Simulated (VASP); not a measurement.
# GaF (Pm-3m) in VASP: settings compared

GaF is run at these levels: PBE, BLYP, r2SCAN; tasks: single point.

Everything below comes from runs of VASP 6.6.1. Logs are shortened: lines on timing, memory, paths and dates and some standing lists are left out, and cuts for length are marked.

### 1 The cell of the first run

It takes space group Pm-3m (No. 221, cubic). Conventional cell: a = 3.228 Å, b = 3.228 Å, c = 3.228 Å, α = 90.00°, β = 90.00°, γ = 90.00°. Within 3.7 Å of Ga (site symmetry m-3m) lie 8 F at 2.80 Å and 6 Ga at 3.23 Å. Within 3.7 Å of F (site symmetry m-3m) lie 8 Ga at 2.80 Å and 6 F at 3.23 Å.

### 2 Single point, PBE

The input, INCAR:

```
PREC     = Accurate       # precision mode
ENCUT    = 520            # plane-wave cutoff, eV
EDIFF    = 1E-6           # SCF threshold, eV
ISMEAR   = -1             # smearing method
SIGMA    = 0.05           # smearing width, eV
LREAL    = False          # projectors in reciprocal space
LASPH    = True           # aspherical terms in the spheres
NELM     = 100            # most SCF steps
ALGO     = Normal         # electronic algorithm
ISIF     = 2              # what is computed and relaxed
LWAVE    = False          # write WAVECAR
LCHARG   = False          # write CHGCAR
GGA      = PE             # functional
NBANDS   = 17             # bands
```

The input, KPOINTS:

```
regular mesh
0
Gamma
  8 8 8
```

The input, POSCAR:

```
GaF
1.0
    3.2280126268      0.0000000000      0.0000000000
    0.0000000000      3.2280126268      0.0000000000
    0.0000000000      0.0000000000      3.2280126268
Ga F
1 1
Direct
    0.0000000000      0.0000000000      0.0000000000
    0.5000000000      0.5000000000      0.5000000000
```

Potentials or basis: VASP PAW PBE potentials, release 64 (Ga_d, F).

On the command line:

```console
cat potpaw_PBE.64/Ga_d/POTCAR potpaw_PBE.64/F/POTCAR > POTCAR
mpirun -np 1 vasp_std > vasp.out
```

OUTCAR:

```text
PREC = Accurate
   ENCUT = 520
   EDIFF = 1E-6
   ISMEAR = -1
   LREAL = False
   LASPH = True
   NELM = 100
   ISIF = 2
   GGA = PE

 ion  position               nearest neighbor table
   1  0.000  0.000  0.000-
   2  0.500  0.500  0.500-

  LATTYP: Found a simple cubic cell.
 ALAT       =     3.2280126268

  Lattice vectors:

 A1 = (   3.2280126268,   0.0000000000,   0.0000000000)
 A2 = (   0.0000000000,   3.2280126268,   0.0000000000)
 A3 = (   0.0000000000,   0.0000000000,   3.2280126268)

Analysis of symmetry for initial positions (statically):
=====================================================================
 Subroutine PRICEL returns:
 Original cell was already a primitive cell.

 Routine SETGRP: Setting up the symmetry group for a
 simple cubic supercell.

 Subroutine GETGRP returns: Found 48 space group operations
 (whereof 48 operations were pure point group operations)
 out of a pool of 48 trial point group operations.

The static configuration has the point symmetry O_h .

Analysis of symmetry for dynamics (positions and initial velocities):
=====================================================================
 Subroutine PRICEL returns:
 Original cell was already a primitive cell.

 Routine SETGRP: Setting up the symmetry group for a
 simple cubic supercell.

 Subroutine GETGRP returns: Found 48 space group operations
 (whereof 48 operations were pure point group operations)
 out of a pool of 48 trial point group operations.

The dynamic configuration has the point symmetry O_h .

 Subroutine INISYM returns: Found 48 space group operations
 (whereof 48 operations are pure point group operations),
 and found     1 'primitive' translations

----------------------------------------------------------------------------------------

                                     Primitive cell

  volume of cell :      33.6361

  direct lattice vectors                    reciprocal lattice vectors
     3.228012627  0.000000000  0.000000000     0.309788131  0.000000000  0.000000000
     0.000000000  3.228012627  0.000000000     0.000000000  0.309788131  0.000000000
     0.000000000  0.000000000  3.228012627     0.000000000  0.000000000  0.309788131

  length of vectors
     3.228012627  3.228012627  3.228012627     0.309788131  0.309788131  0.309788131

  position of ions in fractional coordinates (direct lattice)
     0.000000000  0.000000000  0.000000000
     0.500000000  0.500000000  0.500000000

  ion indices of the primitive-cell ions
   primitive index   ion index
                 1           1
                 2           2

----------------------------------------------------------------------------------------

 KPOINTS: regular mesh

Automatic generation of k-mesh.
 Grid dimensions read from file:
 generate k-points for:    8    8    8

 Generating k-lattice:

  Cartesian coordinates                     Fractional coordinates (reciprocal lattice)
     0.038723516  0.000000000  0.000000000     0.125000000  0.000000000  0.000000000
     0.000000000  0.038723516  0.000000000     0.000000000  0.125000000  0.000000000
     0.000000000  0.000000000  0.038723516     0.000000000  0.000000000  0.125000000

  Length of vectors
     0.038723516  0.038723516  0.038723516

  Shift w.r.t. Gamma in fractional coordinates (k-lattice)
     0.000000000  0.000000000  0.000000000

 Subroutine IBZKPT returns following result:
 ===========================================

 Found     35 irreducible k-points:

 Following reciprocal coordinates:
            Coordinates               Weight
  0.000000  0.000000  0.000000      1.000000
  0.125000  0.000000  0.000000      6.000000
  0.250000  0.000000  0.000000      6.000000
  0.375000  0.000000  0.000000      6.000000
  0.500000  0.000000  0.000000      3.000000
  0.125000  0.125000  0.000000     12.000000
[... 16 lines left out ...]
  0.375000  0.375000  0.125000     24.000000
  0.500000  0.375000  0.125000     24.000000
 [... further k-points ...]
   k-points           NKPTS =     35   k-points in BZ     NKDIM =     35   number of bands    NBANDS=     17
   number of dos      NEDOS =    301   number of ions     NIONS =      2
   total plane-waves  NPLWV =  13824
   dimension x,y,z NGX =    24 NGY =   24 NGZ =   24
   dimension x,y,z NGXF=    48 NGYF=   48 NGZF=   48
   ions per type =               1   1
   NGX,Y,Z   is equivalent  to a cutoff of  12.36, 12.36, 12.36 a.u.
   NGXF,Y,Z  is equivalent  to a cutoff of  24.72, 24.72, 24.72 a.u.
 SYSTEM =  unknown system
   PREC   = accura    normal or accurate (medium, high low for compatibility)
   ISTART =      0    job   : 0-new  1-cont  2-samecut
   ICHARG =      2    charge: 1-file 2-atom 10-const
   ISPIN  =      1    spin polarized calculation?
   LNONCOLLINEAR =      F non collinear calculations
   LSORBIT =      F    spin-orbit coupling
   LASPH  =      T    aspherical Exc in radial PAW
   ENCUT  =  520.0 eV  38.22 Ry    6.18 a.u.   6.00  6.00  6.00*2*pi/ulx,y,z
   NELM   =    100;   NELMIN=  2; NELMDL= -5     # of ELM steps
   EDIFF  = 0.1E-05   stopping-criterion for ELM
   LREAL  =      F    real-space projection
   EDIFFG = 0.1E-04   stopping-criterion for IOM
   NSW    =      0    number of steps for IOM
   IBRION =     -1    ionic relax: 0-MD 1-quasi-New 2-CG
   NFREE  =      0    steps in history (QN), initial steepest desc. (CG)
   ISIF   =      2    stress and relaxation
   ISYM   =      2    0-nonsym 1-usesym 2-fastsym
   POTIM  = 0.5000    time-step for ionic-motion
   TEBEG  =    0.0;   TEEND  =   0.0 temperature during run
   PSTRESS=    0.0 pullay stress
   NELECT =      20.0000    total number of electrons
   NUPDOWN=      -1.0000    fix difference up-down
   EMIN   =  10.00;   EMAX   =-10.00  energy-range for DOS
   EFERMI =   0.00;   METHOD = LEGACY
   ISMEAR =    -1;   SIGMA  =   0.05  broadening in eV -4-tet -1-fermi 0-gaus
   EFERMI_NEDOS =   21; number of points for ismear=-14 and -15
   IALGO  =     38    algorithm
   IMIX   =      4    mixing-type and parameters
     AMIX     =   0.40;   BMIX     =  1.00
     AMIX_MAG =   1.60;   BMIX_MAG =  1.00
  volume/ion in A,a.u.               =      16.82       113.49
  Fermi-wavevector in a.u.,A,eV,Ry     =   1.376627  2.601448 25.784425  1.895102
  Thomas-Fermi vector in A             =   2.501854
   LORBIT       =      0    0 simple, 1 ext, 2 COOP (PROOUT), +10 PAW based schemes
   GGA     = PE    functional components
   LHFCALC =     F    Hartree Fock is set to
   AEXX    =    0.0000 exact exchange contribution
   IVDW    =     0    specifies the selected vdW correction
   LEPSILON=     F    determine dielectric tensor
   LRPA    =     F    only Hartree local field effects (RPA)
 non-spin polarized calculation
  energy-cutoff  :      520.00
  volume of cell :       33.64
 maximum number of plane-waves:       925
   NGX = 13   NGY = 13   NGZ = 13

 number of electron      19.9999999 magnetization

 Free energy of the ion-electron system (eV)
  ---------------------------------------------------
  ext. energy  EPLUGINS =         0.00000000
  ---------------------------------------------------
  free energy    TOTEN  =        -7.41975350 eV

  energy without entropy =       -7.41975045  energy(sigma->0) =       -7.41975197

 E-fermi :   2.1097     XC(G=0):  -9.7872

 val. band max:        1.7598342329   @ k =   0.5000   0.5000   0.5000
 cond. band min:       2.5145537940   @ k =   0.5000   0.0000   0.0000
 fundamental gap:      0.7547195612
 Fermi energy:         2.1097014915

 k-point     1 :       0.0000    0.0000    0.0000
  band No.  band energies     occupation
      1     -19.8403      2.00000
      2     -12.2209      2.00000
      3     -12.2209      2.00000
      4     -12.0778      2.00000
      5     -12.0778      2.00000
      6     -12.0778      2.00000
[... 9 lines left out ...]
     16      17.9284      0.00000
     17      24.2792      0.00000

 k-point     2 :       0.1250    0.0000    0.0000
  band No.  band energies     occupation
      1     -19.8223      2.00000
      2     -12.2198      2.00000
      3     -12.2059      2.00000
      4     -12.0836      2.00000
      5     -12.0836      2.00000
      6     -12.0773      2.00000
[... 9 lines left out ...]
     16      18.7309      0.00000
     17      22.4756      0.00000

 k-point     3 :       0.2500    0.0000    0.0000
  band No.  band energies     occupation
      1     -19.7793      2.00000
      2     -12.2170      2.00000
      3     -12.1700      2.00000
      4     -12.0976      2.00000
      5     -12.0976      2.00000
      6     -12.0762      2.00000
[... 9 lines left out ...]
     16      19.6770      0.00000
     17      20.7179      0.00000

 k-point     4 :       0.3750    0.0000    0.0000
  band No.  band energies     occupation
      1     -19.7356      2.00000
      2     -12.2143      2.00000
      3     -12.1348      2.00000
      4     -12.1116      2.00000
      5     -12.1116      2.00000
      6     -12.0750      2.00000
[... 9 lines left out ...]
     16      17.3994      0.00000
     17      19.6130      0.00000
[... 343 lines left out ...]
      1     -19.6619      2.00000
      2     -12.1661      2.00000
      3     -12.1317      2.00000
      4     -12.1153      2.00000
      5     -12.0993      2.00000
      6     -12.0875      2.00000
[... 9 lines left out ...]
     16      18.3588      0.00000
     17      18.9494      0.00000

 k-point    23 :       0.3750    0.3750    0.1250
  band No.  band energies     occupation
      1     -19.6447      2.00000
      2     -12.1549      2.00000
      3     -12.1342      2.00000
      4     -12.1126      2.00000
      5     -12.1108      2.00000
      6     -12.0737      2.00000
[... 9 lines left out ...]
     16      17.3639      0.00000
     17      18.7521      0.00000

 k-point    24 :       0.5000    0.3750    0.1250
  band No.  band energies     occupation
      1     -19.6312      2.00000
      2     -12.1512      2.00000
      3     -12.1378      2.00000
      4     -12.1167      2.00000
      5     -12.1120      2.00000
      6     -12.0599      2.00000
[... 9 lines left out ...]
     16      17.2866      0.00000
     17      19.1881      0.00000

 [... further k-points ...]

------------------------ aborting loop because EDIFF is reached ----------------------------------------

  FORCE on cell =-STRESS in cart. coord.  units (eV):
  Direction    XX          YY          ZZ          XY          YZ          ZX
  --------------------------------------------------------------------------------------
  -------------------------------------------------------------------------------------
  Total       -0.5060041     -0.5060041     -0.5060041     -0.0000000      0.0000000     -0.0000000
  in kB      -24.1023235    -24.1023235    -24.1023235     -0.0000000      0.0000000     -0.0000000
  external PRESSURE =     -24.1023235 kB  Pullay stress =       0.0000000 kB

 VOLUME and BASIS-vectors are now :
 -----------------------------------------------------------------------------
  energy-cutoff  :      520.00
  volume of cell :       33.64
      direct lattice vectors                 reciprocal lattice vectors
     3.228012627  0.000000000  0.000000000     0.309788131  0.000000000  0.000000000
     0.000000000  3.228012627  0.000000000     0.000000000  0.309788131  0.000000000
     0.000000000  0.000000000  3.228012627     0.000000000  0.000000000  0.309788131

 POSITION                                       TOTAL-FORCE (eV/Angst)
 -----------------------------------------------------------------------------------
      0.00000      0.00000      0.00000         0.000000      0.000000      0.000000
      1.61401      1.61401      1.61401         0.000000      0.000000      0.000000
 -----------------------------------------------------------------------------------
    total drift:                                0.000000      0.000000     -0.000000

  FREE ENERGIE OF THE ION-ELECTRON SYSTEM (eV)
  ---------------------------------------------------
  free  energy   TOTEN  =        -7.4197535005 eV

  energy  without entropy=       -7.4197504490  energy(sigma->0) =       -7.41975197
```

It took 9.3 s on 1 thread of Intel Xeon Platinum 8488C (Sapphire Rapids), shared host; peak memory 0.14 GiB.

What came out:

```
Free energy            : -7.4198 eV
Pressure               : -2.4 GPa
Band gap on the k mesh : 0.75 eV, indirect (least direct gap 1.29 eV)
```

Levels at points of the mesh, in eV from the valence-band top:
| k point | band 6 | band 7 | band 8 | band 9 | band 10 | band 11 | band 12 | band 13 | band 14 | band 15 |
| --- | --- | --- | --- | --- | --- | --- | --- | --- | --- | --- |
| (0.00, 0.00, 0.00) | -13.84 | -5.60 | -2.86 | -2.86 | -2.86 | 8.30 | 8.30 | 8.30 | 10.02 | 10.02 |
| (0.50, 0.00, 0.00) | -13.83 | -6.15 | -2.62 | -2.62 | -0.53 | 0.75 | 8.47 | 8.47 | 12.63 | 14.37 |
| (0.50, 0.50, 0.00) | -13.81 | -4.17 | -4.17 | -2.53 | -2.37 | 3.67 | 3.67 | 9.32 | 10.17 | 15.85 |
| (0.50, 0.50, 0.50) | -13.80 | -3.38 | -3.38 | -3.38 | 0.00 | 2.72 | 2.72 | 2.72 | 11.98 | 11.98 |

A k mesh can miss the band edges.

(Part 1 of 3 ends here.)
